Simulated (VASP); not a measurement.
# ZnCd2Se3 in VASP: further runs

ZnCd2Se3 is run at these levels: PBE; tasks: single point.

Program: VASP 6.6.1. These are calculated values, not measurements. Logs are shortened: lines on timing, memory, paths and dates and some standing lists are left out, and cuts for length are marked.

## Step 1: The cell of the first run

The typed cell holds 12 atoms: a = 4.263 Å, b = 4.262 Å, c = 21.094 Å, α = 89.99°, β = 90.00°, γ = 120.00°.

## Step 2: Single point, PBE

INCAR reads:

```
SYSTEM = ZnCd2Se3
PREC = Accurate ; ENCUT = 520
EDIFF = 1E-7 ; ISMEAR = 0
SIGMA = 0.1 ; LREAL = .FALSE.
LASPH = .TRUE. ; NELM = 60
ALGO = Normal ; ISIF = 2
LWAVE = .FALSE. ; LCHARG = .FALSE.
GGA = PE ; NBANDS = 66
```

KPOINTS reads:

```
Automatic mesh
0
G
  6 6 1
  0 0 0
```

POSCAR reads:

```
ZnCd2Se3
1.0
    4.2628865953      0.0003233332     -0.0001584796
   -2.1311615668      3.6904821361      0.0001992264
   -0.0007413704      0.0006549340     21.0943539076
Zn Cd Se
2 4 6
Direct
    0.0003479500      0.0005224508      0.9928641042
    0.6670617729      0.3339669583      0.8401491091
   -0.0005733224     -0.0009262457      0.3308314466
   -0.0007729454     -0.0005287599      0.6780668757
    0.6674691740      0.3344140420      0.1573193790
    0.6665039783      0.3325337219      0.5043493222
    0.0008376570      0.0011356134      0.1106787314
   -0.0000879056     -0.0006417970      0.4574595371
    0.0003241614      0.0005575170      0.8051197234
    0.6660677681      0.3324129182      0.2839349938
    0.6658558752      0.3327272658      0.6309638007
    0.6669658365      0.3338263154      0.9582609769
```

Potentials or basis: VASP PAW PBE potentials, release 64 (Zn, Cd, Se).

The run is started by

```bash
$ cat potpaw_PBE.64/Zn/POTCAR potpaw_PBE.64/Cd/POTCAR potpaw_PBE.64/Se/POTCAR > POTCAR
$ mpirun -np 1 vasp_std > vasp.out
```

OUTCAR:

```text
SYSTEM = ZnCd2Se3
   PREC = Accurate
   ENCUT = 520
   EDIFF = 1E-7
   ISMEAR = 0
   LREAL = .FALSE.
   LASPH = .TRUE.
   NELM = 60
   ISIF = 2
   GGA = PE

 ion  position               nearest neighbor table
   1  0.000  0.001  0.993-   7 2.49  12 2.57  12 2.57  12 2.57
   2  0.667  0.334  0.840-  12 2.49   9 2.57   9 2.57   9 2.57
   3  0.999  0.999  0.331-  10 2.65  10 2.65  10 2.65   8 2.67
   4  0.999  0.999  0.678-  11 2.65  11 2.65  11 2.65   9 2.68
   5  0.667  0.334  0.157-   7 2.65   7 2.65   7 2.65  10 2.67
   6  0.667  0.333  0.504-   8 2.65   8 2.65   8 2.65  11 2.67
   7  0.001  0.001  0.111-   1 2.49   5 2.65   5 2.65   5 2.65
   8  1.000  0.999  0.457-   6 2.65   6 2.65   6 2.65   3 2.67
   9  0.000  0.001  0.805-   2 2.57   2 2.57   2 2.57   4 2.68
  10  0.666  0.332  0.284-   3 2.65   3 2.65   3 2.65   5 2.67
  11  0.666  0.333  0.631-   4 2.65   4 2.65   4 2.65   6 2.67
  12  0.667  0.334  0.958-   2 2.49   1 2.57   1 2.57   1 2.57

  LATTYP: Found a base centered monoclinic cell.
 ALAT       =    47.6482579519
 B/A-ratio  =     0.0894657390
 C/A-ratio  =     0.4690399513
 COS(beta)  =    -0.9892527098

  Lattice vectors:

 A1 = (  -2.1315471198, -11.0727480087, -21.0946346276)
 A2 = (   2.1313394755, -11.0724246755, -21.0947931072)
 A3 = (  -0.0001779087,   7.3819425394,  21.0945938808)

Analysis of symmetry for initial positions (statically):
=====================================================================
 Subroutine PRICEL returns:
 Original cell was already a primitive cell.

 Routine SETGRP: Setting up the symmetry group for a
 base centered monoclinic supercell.

 Subroutine GETGRP returns: Found  1 space group operations
 (whereof  1 operations were pure point group operations)
 out of a pool of  4 trial point group operations.

The static configuration has the point symmetry C_1 .

Analysis of symmetry for dynamics (positions and initial velocities):
=====================================================================
 Subroutine PRICEL returns:
 Original cell was already a primitive cell.

 Routine SETGRP: Setting up the symmetry group for a
 base centered monoclinic supercell.

 Subroutine GETGRP returns: Found  1 space group operations
 (whereof  1 operations were pure point group operations)
 out of a pool of  4 trial point group operations.

The dynamic configuration has the point symmetry C_1 .

 Subroutine INISYM returns: Found  1 space group operations
 (whereof  1 operations are pure point group operations),
 and found     1 'primitive' translations

----------------------------------------------------------------------------------------

                                     Primitive cell

  volume of cell :     331.8732

  direct lattice vectors                    reciprocal lattice vectors
     4.262886595  0.000323333 -0.000158480     0.234572555  0.135459811  0.000004038
    -2.131161567  3.690482136  0.000199226    -0.000020552  0.270955438 -0.000008413
    -0.000741370  0.000654934 21.094353908     0.000001763 -0.000001541  0.047406050

  length of vectors
     4.262886611  4.261632089 21.094353931     0.270875699  0.270955439  0.047406050

  position of ions in fractional coordinates (direct lattice)
     0.000347950  0.000522451  0.992864104
     0.667061773  0.333966958  0.840149109
     0.999426678  0.999073754  0.330831447
     0.999227055  0.999471240  0.678066876
     0.667469174  0.334414042  0.157319379
     0.666503978  0.332533722  0.504349322
     0.000837657  0.001135613  0.110678731
     0.999912094  0.999358203  0.457459537
     0.000324161  0.000557517  0.805119723
     0.666067768  0.332412918  0.283934994
     0.665855875  0.332727266  0.630963801
     0.666965836  0.333826315  0.958260977

  ion indices of the primitive-cell ions
   primitive index   ion index
                 1           1
                 2           2
                 3           3
                 4           4
                 5           5
                 6           6
                 7           7
                 8           8
                 9           9
                10          10
                11          11
                12          12

----------------------------------------------------------------------------------------

 KPOINTS: Automatic mesh

Automatic generation of k-mesh.
 Grid dimensions read from file:
 generate k-points for:    6    6    1

 Generating k-lattice:

  Cartesian coordinates                     Fractional coordinates (reciprocal lattice)
     0.039095426  0.022576635  0.000000673     0.166666667  0.000000000  0.000000000
    -0.000003425  0.045159240 -0.000001402    -0.000000000  0.166666667  0.000000000
     0.000001763 -0.000001541  0.047406050     0.000000000  0.000000000  1.000000000

  Length of vectors
     0.045145950  0.045159240  0.047406050

  Shift w.r.t. Gamma in fractional coordinates (k-lattice)
     0.000000000  0.000000000  0.000000000

 Subroutine IBZKPT returns following result:
 ===========================================

 Found     20 irreducible k-points:

 Following reciprocal coordinates:
            Coordinates               Weight
  0.000000  0.000000  0.000000      1.000000
  0.166667 -0.000000 -0.000000      2.000000
  0.333333 -0.000000 -0.000000      2.000000
  0.500000 -0.000000 -0.000000      1.000000
  0.000000  0.166667  0.000000      2.000000
  0.166667  0.166667 -0.000000      2.000000
[... 12 lines left out ...]
  0.333333  0.500000  0.000000      2.000000
  0.500000  0.500000 -0.000000      1.000000
   k-points           NKPTS =     20   k-points in BZ     NKDIM =     20   number of bands    NBANDS=     66
   number of dos      NEDOS =    301   number of ions     NIONS =     12
   total plane-waves  NPLWV = 163840
   dimension x,y,z NGX =    32 NGY =   32 NGZ =  160
   dimension x,y,z NGXF=    64 NGYF=   64 NGZF=  320
   ions per type =               2   4   6
   NGX,Y,Z   is equivalent  to a cutoff of  12.48, 12.48, 12.61 a.u.
   NGXF,Y,Z  is equivalent  to a cutoff of  24.96, 24.97, 25.22 a.u.
 SYSTEM =  ZnCd2Se3
   PREC   = accura    normal or accurate (medium, high low for compatibility)
   ISTART =      0    job   : 0-new  1-cont  2-samecut
   ICHARG =      2    charge: 1-file 2-atom 10-const
   ISPIN  =      1    spin polarized calculation?
   LNONCOLLINEAR =      F non collinear calculations
   LSORBIT =      F    spin-orbit coupling
   LASPH  =      T    aspherical Exc in radial PAW
   ENCUT  =  520.0 eV  38.22 Ry    6.18 a.u.   7.93  7.92 39.22*2*pi/ulx,y,z
   NELM   =     60;   NELMIN=  2; NELMDL= -5     # of ELM steps
   EDIFF  = 0.1E-06   stopping-criterion for ELM
   LREAL  =      F    real-space projection
   EDIFFG = 0.1E-05   stopping-criterion for IOM
   NSW    =      0    number of steps for IOM
   IBRION =     -1    ionic relax: 0-MD 1-quasi-New 2-CG
   NFREE  =      0    steps in history (QN), initial steepest desc. (CG)
   ISIF   =      2    stress and relaxation
   ISYM   =      2    0-nonsym 1-usesym 2-fastsym
   POTIM  = 0.5000    time-step for ionic-motion
   TEBEG  =    0.0;   TEEND  =   0.0 temperature during run
   PSTRESS=    0.0 pullay stress
   NELECT =     108.0000    total number of electrons
   NUPDOWN=      -1.0000    fix difference up-down
   EMIN   =  10.00;   EMAX   =-10.00  energy-range for DOS
   EFERMI =   0.00;   METHOD = LEGACY
   ISMEAR =     0;   SIGMA  =   0.10  broadening in eV -4-tet -1-fermi 0-gaus
   EFERMI_NEDOS =   21; number of points for ismear=-14 and -15
   IALGO  =     38    algorithm
   IMIX   =      4    mixing-type and parameters
     AMIX     =   0.40;   BMIX     =  1.00
     AMIX_MAG =   1.60;   BMIX_MAG =  1.00
  volume/ion in A,a.u.               =      27.66       186.63
  Fermi-wavevector in a.u.,A,eV,Ry     =   1.126053  2.127931 17.252114  1.267995
  Thomas-Fermi vector in A             =   2.262733
   LORBIT       =      0    0 simple, 1 ext, 2 COOP (PROOUT), +10 PAW based schemes
   GGA     = PE    functional components
   LHFCALC =     F    Hartree Fock is set to
   AEXX    =    0.0000 exact exchange contribution
   IVDW    =     0    specifies the selected vdW correction
   LEPSILON=     F    determine dielectric tensor
   LRPA    =     F    only Hartree local field effects (RPA)
 non-spin polarized calculation
 Gauss-broadening in eV      SIGMA  =   0.10
  energy-cutoff  :      520.00
  volume of cell :      331.87
 maximum number of plane-waves:      8982
   NGX = 15   NGY = 15   NGZ = 79

 number of electron     107.9999999 magnetization

 Free energy of the ion-electron system (eV)
  ---------------------------------------------------
  ext. energy  EPLUGINS =         0.00000000
  ---------------------------------------------------
  free energy    TOTEN  =       -33.74715838 eV

  energy without entropy =      -33.74715722  energy(sigma->0) =      -33.74715780

 E-fermi :   1.1392     XC(G=0):  -8.7932

 val. band max:        0.8468967212   @ k =   0.0000   0.0000   0.0000
 cond. band min:       1.4205801787   @ k =   0.0000   0.0000   0.0000
 fundamental gap:      0.5736834575
 Fermi energy:         1.1392476763

 k-point     1 :       0.0000    0.0000    0.0000
  band No.  band energies     occupation
      1     -11.8643      2.00000
      2     -11.6168      2.00000
      3     -11.5996      2.00000
      4     -11.4306      2.00000
      5     -11.3882      2.00000
      6     -11.2903      2.00000
[... 58 lines left out ...]
     65       6.7703      0.00000
     66       6.7714      0.00000

 k-point     2 :       0.1667   -0.0000   -0.0000
  band No.  band energies     occupation
      1     -11.7587      2.00000
      2     -11.5366      2.00000
      3     -11.5220      2.00000
      4     -11.3727      2.00000
      5     -11.3354      2.00000
      6     -11.2479      2.00000
[... 58 lines left out ...]
     65       6.3097      0.00000
     66       6.7460      0.00000

 k-point     3 :       0.3333   -0.0000   -0.0000
  band No.  band energies     occupation
      1     -11.5160      2.00000
      2     -11.3668      2.00000
      3     -11.3568      2.00000
      4     -11.2606      2.00000
      5     -11.2361      2.00000
      6     -11.1769      2.00000
[... 1162 lines left out ...]
     65       6.3043      0.00000
     66       6.7817      0.00000

 k-point    20 :       0.5000    0.5000   -0.0000
  band No.  band energies     occupation
      1     -11.3592      2.00000
      2     -11.2721      2.00000
      3     -11.2636      2.00000
      4     -11.2122      2.00000
      5     -11.1962      2.00000
      6     -11.1643      2.00000
[... 58 lines left out ...]
     65       6.1041      0.00000
     66       6.9767      0.00000

------------------------ aborting loop because EDIFF is reached ----------------------------------------

  FORCE on cell =-STRESS in cart. coord.  units (eV):
  Direction    XX          YY          ZZ          XY          YZ          ZX
  --------------------------------------------------------------------------------------
  -------------------------------------------------------------------------------------
  Total        0.4991653      0.5094312      0.5148988     -0.0034144     -0.0034795      0.0013691
  in kB        2.4098103      2.4593707      2.4857663     -0.0164838     -0.0167980      0.0066098
  external PRESSURE =       2.4516491 kB  Pullay stress =       0.0000000 kB

 VOLUME and BASIS-vectors are now :
 -----------------------------------------------------------------------------
  energy-cutoff  :      520.00
  volume of cell :      331.87
      direct lattice vectors                 reciprocal lattice vectors
     4.262886595  0.000323333 -0.000158480     0.234572555  0.135459811  0.000004038
    -2.131161567  3.690482136  0.000199226    -0.000020552  0.270955438 -0.000008413
    -0.000741370  0.000654934 21.094353908     0.000001763 -0.000001541  0.047406050

 POSITION                                       TOTAL-FORCE (eV/Angst)
 -----------------------------------------------------------------------------------
     -0.00037      0.00258     20.94383        -0.000037      0.000159     -0.002814
      2.13125      1.23327     17.72236        -0.000275     -0.000927     -0.005460
      2.13101      3.68760      6.97872         0.000309      0.000652      0.004582
      2.12905      3.68930     14.30342         0.000871      0.000348      0.003154
      2.13254      1.23447      3.31851        -0.000299     -0.000971      0.003209
      2.13217      1.22776     10.63888        -0.000471      0.001089      0.001760
      0.00107      0.00426      2.33470        -0.000158     -0.001257     -0.015472
      2.13238      3.68874      9.64985        -0.000273     -0.000524     -0.003811
     -0.00040      0.00258     16.98348         0.000023      0.000237      0.014859
      2.13074      1.22717      5.98939         0.000142      0.000858     -0.004231
      2.12890      1.22855     13.30973         0.000171      0.000342     -0.001150
      2.13105      1.23282     20.21386        -0.000002     -0.000005      0.005375
 -----------------------------------------------------------------------------------
    total drift:                               -0.000103     -0.000130     -0.001176

  FREE ENERGIE OF THE ION-ELECTRON SYSTEM (eV)
  ---------------------------------------------------
  free  energy   TOTEN  =       -33.7471583811 eV

  energy  without entropy=      -33.7471572151  energy(sigma->0) =      -33.74715780
```

Wall time 9.1 min (1 thread of Intel Xeon Platinum 8259CL at 2.50GHz (Skylake/Cascade Lake), shared host); peak memory 0.61 GiB.

Results:

* Free energy: -33.7472 eV
* Pressure: 0.2 GPa
* Largest force: 0.016 eV/Å
* Band gap on the k mesh: 0.57 eV

Forces in eV/Å, atoms in the order of the input:
```
Zn   0.000  0.000 -0.003
Zn   0.000 -0.001 -0.005
Cd   0.000  0.001  0.005
Cd   0.001  0.000  0.003
Cd   0.000 -0.001  0.003
Cd   0.000  0.001  0.002
Se   0.000 -0.001 -0.015
Se   0.000 -0.001 -0.004
Se   0.000  0.000  0.015
Se   0.000  0.001 -0.004
Se   0.000  0.000 -0.001
Se   0.000  0.000  0.005
```

Levels at points of the mesh, in eV from the valence-band top:
```tsv
k point	band 51	band 52	band 53	band 54	band 55	band 56	band 57	band 58
(0.00, 0.00, 0.00)	-0.17	-0.17	0.00	0.00	0.57	1.66	1.92	2.12
(0.50, 0.00, 0.00)	-1.17	-1.12	-0.99	-0.72	2.52	2.56	2.84	3.08
(0.00, 0.50, 0.00)	-1.17	-1.12	-0.99	-0.73	2.52	2.56	2.84	3.07
(0.50, 0.50, 0.00)	-1.17	-1.12	-0.99	-0.72	2.52	2.56	2.84	3.08
```

[end of part 1 of 2]
